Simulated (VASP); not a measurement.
# BN (Fm-3m) in VASP: further runs

The runs below take BN through single point, with PBE, r2SCAN.

Everything below comes from runs of VASP 6.6.1. Logs are shortened: lines on timing, memory, paths and dates and some standing lists are left out, and cuts for length are marked.

## (1) The cell of the first run

The structure is cubic, space group Fm-3m (No. 225). Conventional cell: a = 3.492 Å, b = 3.492 Å, c = 3.492 Å, α = 90.00°, β = 90.00°, γ = 90.00°. B (site symmetry m-3m) has 6 N at 1.75 Å within 2.3 Å. Within 2.3 Å of N (site symmetry m-3m) lie 6 B at 1.75 Å.

## (2) Single point, PBE

INCAR reads:

```
  ALGO = Normal
  EDIFF = 1E-6
  ENCUT = 520
  GGA = PE
  ISIF = 2
  ISMEAR = 0
  LASPH = T
  LCHARG = T
  LELF = T
  LREAL = F
  LVHAR = T
  LWAVE = F
  NBANDS = 11
  NELM = 60
  PREC = Accurate
  SIGMA = 0.01
```

KPOINTS reads:

```
k-points
0
Gamma
  8 8 8
```

POSCAR reads:

```
BN
1.0
    0.0000000000      1.7458259400      1.7458259400
    1.7458259400      0.0000000000      1.7458259400
    1.7458259400      1.7458259400      0.0000000000
B N
1 1
Direct
    0.0000000000      0.0000000000      0.0000000000
    0.5000000000      0.5000000000      0.5000000000
```

Potentials or basis: VASP PAW PBE potentials, release 64 (B, N).

Command:

```console
$ cat potpaw_PBE.64/B/POTCAR potpaw_PBE.64/N/POTCAR > POTCAR
$ mpirun -np 1 vasp_std > vasp.out
```

OUTCAR:

```text
EDIFF = 1E-6
   ENCUT = 520
   GGA = PE
   ISIF = 2
   ISMEAR = 0
   LASPH = T
   LREAL = F
   NELM = 60
   PREC = Accurate

 ion  position               nearest neighbor table
   1  0.000  0.000  0.000-   2 1.75   2 1.75   2 1.75   2 1.75   2 1.75   2 1.75
   2  0.500  0.500  0.500-   1 1.75   1 1.75   1 1.75   1 1.75   1 1.75   1 1.75

  LATTYP: Found a face centered cubic cell.
 ALAT       =     3.4916518800

  Lattice vectors:

 A1 = (   0.0000000000,   1.7458259400,   1.7458259400)
 A2 = (   1.7458259400,   0.0000000000,   1.7458259400)
 A3 = (   1.7458259400,   1.7458259400,   0.0000000000)

Analysis of symmetry for initial positions (statically):
=====================================================================
 Subroutine PRICEL returns:
 Original cell was already a primitive cell.

 Routine SETGRP: Setting up the symmetry group for a
 face centered cubic supercell.

 Subroutine GETGRP returns: Found 48 space group operations
 (whereof 48 operations were pure point group operations)
 out of a pool of 48 trial point group operations.

The static configuration has the point symmetry O_h .

Analysis of symmetry for dynamics (positions and initial velocities):
=====================================================================
 Subroutine PRICEL returns:
 Original cell was already a primitive cell.

 Routine SETGRP: Setting up the symmetry group for a
 face centered cubic supercell.

 Subroutine GETGRP returns: Found 48 space group operations
 (whereof 48 operations were pure point group operations)
 out of a pool of 48 trial point group operations.

The dynamic configuration has the point symmetry O_h .

 Subroutine INISYM returns: Found 48 space group operations
 (whereof 48 operations are pure point group operations),
 and found     1 'primitive' translations

----------------------------------------------------------------------------------------

                                     Primitive cell

  volume of cell :      10.6422

  direct lattice vectors                    reciprocal lattice vectors
     0.000000000  1.745825940  1.745825940    -0.286397394  0.286397394  0.286397394
     1.745825940  0.000000000  1.745825940     0.286397394 -0.286397394  0.286397394
     1.745825940  1.745825940  0.000000000     0.286397394  0.286397394 -0.286397394

  length of vectors
     2.468970722  2.468970722  2.468970722     0.496054838  0.496054838  0.496054838

  position of ions in fractional coordinates (direct lattice)
     0.000000000  0.000000000  0.000000000
     0.500000000  0.500000000  0.500000000

  ion indices of the primitive-cell ions
   primitive index   ion index
                 1           1
                 2           2

----------------------------------------------------------------------------------------

 KPOINTS: k-points

Automatic generation of k-mesh.
 Grid dimensions read from file:
 generate k-points for:    8    8    8

 Generating k-lattice:

  Cartesian coordinates                     Fractional coordinates (reciprocal lattice)
    -0.035799674  0.035799674  0.035799674     0.125000000  0.000000000  0.000000000
     0.035799674 -0.035799674  0.035799674     0.000000000  0.125000000  0.000000000
     0.035799674  0.035799674 -0.035799674     0.000000000  0.000000000  0.125000000

  Length of vectors
     0.062006855  0.062006855  0.062006855

  Shift w.r.t. Gamma in fractional coordinates (k-lattice)
     0.000000000  0.000000000  0.000000000

 Subroutine IBZKPT returns following result:
 ===========================================

 Found     29 irreducible k-points:

 Following reciprocal coordinates:
            Coordinates               Weight
  0.000000  0.000000  0.000000      1.000000
  0.125000  0.000000  0.000000      8.000000
  0.250000  0.000000  0.000000      8.000000
  0.375000  0.000000  0.000000      8.000000
  0.500000  0.000000  0.000000      4.000000
  0.125000  0.125000  0.000000      6.000000
[... 16 lines left out ...]
  0.500000  0.250000  0.125000     48.000000
 -0.375000  0.250000  0.125000     24.000000
 [... further k-points ...]
   k-points           NKPTS =     29   k-points in BZ     NKDIM =     29   number of bands    NBANDS=     11
   number of dos      NEDOS =    301   number of ions     NIONS =      2
   total plane-waves  NPLWV =   5832
   dimension x,y,z NGX =    18 NGY =   18 NGZ =   18
   dimension x,y,z NGXF=    36 NGYF=   36 NGZF=   36
   ions per type =               1   1
   NGX,Y,Z   is equivalent  to a cutoff of  12.12, 12.12, 12.12 a.u.
   NGXF,Y,Z  is equivalent  to a cutoff of  24.24, 24.24, 24.24 a.u.
 SYSTEM =  unknown system
   PREC   = accura    normal or accurate (medium, high low for compatibility)
   ISTART =      0    job   : 0-new  1-cont  2-samecut
   ICHARG =      2    charge: 1-file 2-atom 10-const
   ISPIN  =      1    spin polarized calculation?
   LNONCOLLINEAR =      F non collinear calculations
   LSORBIT =      F    spin-orbit coupling
   LASPH  =      T    aspherical Exc in radial PAW
   ENCUT  =  520.0 eV  38.22 Ry    6.18 a.u.   4.59  4.59  4.59*2*pi/ulx,y,z
   NELM   =     60;   NELMIN=  2; NELMDL= -5     # of ELM steps
   EDIFF  = 0.1E-05   stopping-criterion for ELM
   LREAL  =      F    real-space projection
   EDIFFG = 0.1E-04   stopping-criterion for IOM
   NSW    =      0    number of steps for IOM
   IBRION =     -1    ionic relax: 0-MD 1-quasi-New 2-CG
   NFREE  =      0    steps in history (QN), initial steepest desc. (CG)
   ISIF   =      2    stress and relaxation
   ISYM   =      2    0-nonsym 1-usesym 2-fastsym
   POTIM  = 0.5000    time-step for ionic-motion
   TEBEG  =    0.0;   TEEND  =   0.0 temperature during run
   PSTRESS=    0.0 pullay stress
   NELECT =       8.0000    total number of electrons
   NUPDOWN=      -1.0000    fix difference up-down
   EMIN   =  10.00;   EMAX   =-10.00  energy-range for DOS
   EFERMI =   0.00;   METHOD = LEGACY
   ISMEAR =     0;   SIGMA  =   0.01  broadening in eV -4-tet -1-fermi 0-gaus
   EFERMI_NEDOS =   21; number of points for ismear=-14 and -15
   IALGO  =     38    algorithm
   IMIX   =      4    mixing-type and parameters
     AMIX     =   0.40;   BMIX     =  1.00
     AMIX_MAG =   1.60;   BMIX_MAG =  1.00
  volume/ion in A,a.u.               =       5.32        35.91
  Fermi-wavevector in a.u.,A,eV,Ry     =   1.488540  2.812933 30.147133  2.215752
  Thomas-Fermi vector in A             =   2.601562
   LORBIT       =      0    0 simple, 1 ext, 2 COOP (PROOUT), +10 PAW based schemes
   GGA     = PE    functional components
   LHFCALC =     F    Hartree Fock is set to
   AEXX    =    0.0000 exact exchange contribution
   IVDW    =     0    specifies the selected vdW correction
   LEPSILON=     F    determine dielectric tensor
   LRPA    =     F    only Hartree local field effects (RPA)
 non-spin polarized calculation
 Gauss-broadening in eV      SIGMA  =   0.01
  energy-cutoff  :      520.00
  volume of cell :       10.64
 maximum number of plane-waves:       302
   NGX =  9   NGY =  9   NGZ =  9

 number of electron       7.9999998 magnetization

 Free energy of the ion-electron system (eV)
  ---------------------------------------------------
  ext. energy  EPLUGINS =         0.00000000
  ---------------------------------------------------
  free energy    TOTEN  =       -13.94127584 eV

  energy without entropy =      -13.94127584  energy(sigma->0) =      -13.94127584

 E-fermi :  10.3831     XC(G=0): -13.7601

 val. band max:       10.3200604752   @ k =  -0.2500   0.1250   0.0000
 cond. band min:      11.6526594282   @ k =   0.5000   0.5000   0.0000
 fundamental gap:      1.3325989530
 Fermi energy:        10.3831307768

 k-point     1 :       0.0000    0.0000    0.0000
  band No.  band energies     occupation
      1     -12.1036      2.00000
      2       9.5265      2.00000
      3       9.5265      2.00000
      4       9.5265      2.00000
      5      19.6305      0.00000
      6      22.4959      0.00000
      7      22.4959      0.00000
      8      22.4959      0.00000
      9      28.9942      0.00000
     10      28.9942      0.00000
     11      28.9942      0.00000

 k-point     2 :       0.1250    0.0000    0.0000
  band No.  band energies     occupation
      1     -11.6650      2.00000
      2       7.7502      2.00000
      3       9.4974      2.00000
      4       9.4974      2.00000
      5      19.9296      0.00000
      6      21.1190      0.00000
      7      21.1190      0.00000
      8      22.3441      0.00000
      9      28.0987      0.00000
     10      30.0864      0.00000
     11      30.0864      0.00000

 k-point     3 :       0.2500    0.0000    0.0000
  band No.  band energies     occupation
      1     -10.3773      2.00000
      2       3.9625      2.00000
      3       9.5035      2.00000
      4       9.5035      2.00000
      5      18.5585      0.00000
      6      18.5585      0.00000
      7      19.0708      0.00000
      8      23.1521      0.00000
      9      28.7658      0.00000
     10      33.0911      0.00000
     11      33.0911      0.00000

 k-point     4 :       0.3750    0.0000    0.0000
  band No.  band energies     occupation
      1      -8.4051      2.00000
      2       0.0292      2.00000
      3       9.6475      2.00000
      4       9.6475      2.00000
      5      16.4483      0.00000
      6      16.4483      0.00000
      7      18.0457      0.00000
      8      23.9051      0.00000
      9      31.1550      0.00000
     10      37.6196      0.00000
     11      37.6196      0.00000
[... 239 lines left out ...]
 k-point    22 :       0.3750    0.2500    0.1250
  band No.  band energies     occupation
      1      -9.2316      2.00000
      2       4.1625      2.00000
      3       5.4791      2.00000
      4       8.8342      2.00000
      5      15.1786      0.00000
      6      19.9087      0.00000
      7      22.6690      0.00000
      8      23.0961      0.00000
      9      25.8344      0.00000
     10      36.2106      0.00000
     11      39.4170      0.00000

 k-point    23 :       0.5000    0.2500    0.1250
  band No.  band energies     occupation
      1      -7.2870      2.00000
      2       0.9358      2.00000
      3       4.7927      2.00000
      4       7.6359      2.00000
      5      15.6324      0.00000
      6      18.3073      0.00000
      7      22.2298      0.00000
      8      24.5121      0.00000
      9      28.1489      0.00000
     10      37.3406      0.00000
     11      39.5438      0.00000

 k-point    24 :      -0.3750    0.2500    0.1250
  band No.  band energies     occupation
      1      -5.8182      2.00000
      2      -1.1644      2.00000
      3       4.8875      2.00000
      4       6.8765      2.00000
      5      16.5410      0.00000
      6      17.0980      0.00000
      7      21.9485      0.00000
      8      25.1196      0.00000
      9      31.4074      0.00000
     10      33.1877      0.00000
     11      43.1035      0.00000

 [... further k-points ...]
[... 5 lines left out ...]
  --------------------------------------------------------------------------------------
  -------------------------------------------------------------------------------------
  Total        0.2538414      0.2538414      0.2538414      0.0000000     -0.0000000     -0.0000000
  in kB       38.2155592     38.2155592     38.2155592      0.0000000     -0.0000000     -0.0000000
  external PRESSURE =      38.2155592 kB  Pullay stress =       0.0000000 kB

 VOLUME and BASIS-vectors are now :
 -----------------------------------------------------------------------------
  energy-cutoff  :      520.00
  volume of cell :       10.64
      direct lattice vectors                 reciprocal lattice vectors
     0.000000000  1.745825940  1.745825940    -0.286397394  0.286397394  0.286397394
     1.745825940  0.000000000  1.745825940     0.286397394 -0.286397394  0.286397394
     1.745825940  1.745825940  0.000000000     0.286397394  0.286397394 -0.286397394

 POSITION                                       TOTAL-FORCE (eV/Angst)
 -----------------------------------------------------------------------------------
      0.00000      0.00000      0.00000         0.000000     -0.000000      0.000000
      1.74583      1.74583      1.74583        -0.000000      0.000000     -0.000000
 -----------------------------------------------------------------------------------
    total drift:                               -0.000000     -0.000000     -0.000000

  FREE ENERGIE OF THE ION-ELECTRON SYSTEM (eV)
  ---------------------------------------------------
  free  energy   TOTEN  =       -13.9412758446 eV

  energy  without entropy=      -13.9412758446  energy(sigma->0) =      -13.94127584
```

Wall time 5.3 s (1 thread of Intel Xeon 8259CL, shared host); peak memory 0.11 GiB.

What came out:

- Free energy: -13.9413 eV
- Pressure: 3.8 GPa
- Band gap on the k mesh: 1.33 eV (least direct gap 5.85 eV)

Levels at points of the mesh, in eV from the valence-band top:
| k point | band 1 | band 2 | band 3 | band 4 | band 5 | band 6 | band 7 | band 8 |
| --- | --- | --- | --- | --- | --- | --- | --- | --- |
| (0.00, 0.00, 0.00) | -22.42 | -0.79 | -0.79 | -0.79 | 9.31 | 12.18 | 12.18 | 12.18 |
| (0.50, 0.00, 0.00) | -17.23 | -12.50 | -0.55 | -0.55 | 5.30 | 5.30 | 7.35 | 13.82 |
| (0.50, 0.50, 0.00) | -14.40 | -11.82 | -5.56 | -5.56 | 1.33 | 8.91 | 14.74 | 14.74 |

Caveat: the cell stands under pressure; the structure was generated, so it needn't be the stable form of BN.

## (3) Single point, PBE

INCAR reads:

```
SYSTEM = BN
PREC = Accurate
ENCUT = 520
EDIFF = 1E-7
ISMEAR = 0
SIGMA = 0.01
LREAL = .False.
LASPH = .True.
NELM = 100
ALGO = Normal
ISIF = 2
LWAVE = .False.
LCHARG = .False.
GGA = PE
NBANDS = 11
```

KPOINTS reads:

```
regular mesh
0
Gamma
  8 8 8
  0 0 0
```

POSCAR is that of step 2.

Potentials or basis: VASP PAW PBE potentials, release 64 (B, N).

Command:

```console
$ cat potpaw_PBE.64/B/POTCAR potpaw_PBE.64/N/POTCAR > POTCAR
$ mpirun -np 1 vasp_std > vasp.out
```

Wall time 5.1 s (1 thread of Intel Xeon 8259CL, shared host); peak memory 0.11 GiB.

The run converged. Its results:

- Free energy: -13.9413 eV
- Pressure: 3.8 GPa
- Band gap on the k mesh: 1.33 eV (least direct gap 5.85 eV)

Levels at points of the mesh, in eV from the valence-band top:
```csv
k point,band 1,band 2,band 3,band 4,band 5,band 6,band 7,band 8
"(0.00, 0.00, 0.00)",-22.42,-0.79,-0.79,-0.79,9.31,12.18,12.18,12.18
"(0.50, 0.00, 0.00)",-17.23,-12.50,-0.55,-0.55,5.30,5.30,7.35,13.82
"(0.50, 0.50, 0.00)",-14.40,-11.82,-5.56,-5.56,1.33,8.91,14.74,14.74
```

Caveat: the cell stands under pressure; the structure was generated, so it needn't be the stable form of BN. A k mesh can miss the band edges.

(Continued in part 2 of 2.)
